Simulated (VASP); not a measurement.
Set up this calculation in VASP 6.6.1, as the native input.

* Task: single point
* Functional: PBEsol
* Potentials or basis: VASP PAW PBE potentials, release 64 (Cd)
* Cutoff: 520 eV
* k mesh: 10 × 10 × 5
* Occupations: fermi-dirac, width 0.05 eV
* Spin: no spin polarisation
* Dipole correction: no
* Further INCAR settings: ALGO = Normal; EDIFF = 1e-06; NBANDS = 19

The structure of Cd lies in POSCAR:

```
Cd
1.0
    2.9180596717      0.0000000000      0.0000000000
   -1.4590298358      2.5271138055      0.0000000000
    0.0000000000      0.0000000000      5.5029719036
Cd
2
Direct
    0.6666666667      0.3333333333      0.7500000000
    0.3333333333      0.6666666667      0.2500000000
```

These files were run (other wordings do the same):

INCAR

```
PREC     = Accurate       # precision mode
ENCUT    = 520            # plane-wave cutoff, eV
EDIFF    = 1E-6           # SCF threshold, eV
ISMEAR   = -1             # smearing method
SIGMA    = 0.05           # smearing width, eV
LREAL    = False          # projectors in reciprocal space
LASPH    = True           # aspherical terms in the spheres
NELM     = 100            # most SCF steps
ALGO     = Normal         # electronic algorithm
ISIF     = 2              # what is computed and relaxed
LWAVE    = False          # write WAVECAR
LCHARG   = False          # write CHGCAR
GGA      = PS             # functional
NBANDS   = 19             # bands
```

KPOINTS

```
Automatic mesh
0
Gamma
  10 10 5
```

Potentials or basis: VASP PAW PBE potentials, release 64 (Cd).

The run is started by

```sh
$ cat potpaw_PBE.64/Cd/POTCAR > POTCAR
$ mpirun -np 1 vasp_std > vasp.out
```

It gave:

| Quantity | Value |
| --- | --- |
| Pressure | 2.9 GPa |
| Band gap on the k mesh | zero (band 12 reaches 4.33 eV, above the bottom of band 13 at 0.26 eV) |

Caveat: the PAW data sets were made with another functional, which shifts forces and pressure a little.

Wall time 30 s on 1 thread of Intel(R) Xeon(R) Platinum 8259CL CPU @ 2.50GHz (Skylake/Cascade Lake), with other jobs on the host, peak memory 0.17 GiB.
